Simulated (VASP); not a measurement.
Cu:

```
Cu
1.0
    -1.45399    1.46431    1.37398
     1.44871   -1.46799    1.37231
     1.42515    1.43915   -1.37783
Cu
1
Direct
  0.00000 0.00000 0.00000
```

Program: VASP 6.6.1. Alike in all runs: task single point; no spin polarisation; cell as given; cutoff (eV) 520.

Task: Order these runs on this cell by their pressure, lowest first.
A. level r2SCAN; potentials or basis VASP PAW PBE potentials, release 64 (Cu); k mesh 10 × 10 × 9; smearing fermi-dirac 0.05 eV
B. level LDA; potentials or basis VASP PAW LDA potentials, release 64 (Cu); k mesh 13 × 13 × 13; smearing fermi-dirac 0.05 eV
C. level PBE; potentials or basis VASP PAW PBE potentials, release 64 (Cu); k mesh 10 × 10 × 9; smearing gaussian 0.1 eV

Result: B (-6.8 GPa), A (1.0 GPa), C (7.9 GPa).

Caveats: the cell stands under tension (at least some runs); the cell stands under pressure (at least some runs); the PAW data sets were made with another functional, which shifts forces and pressure a little (at least some runs).
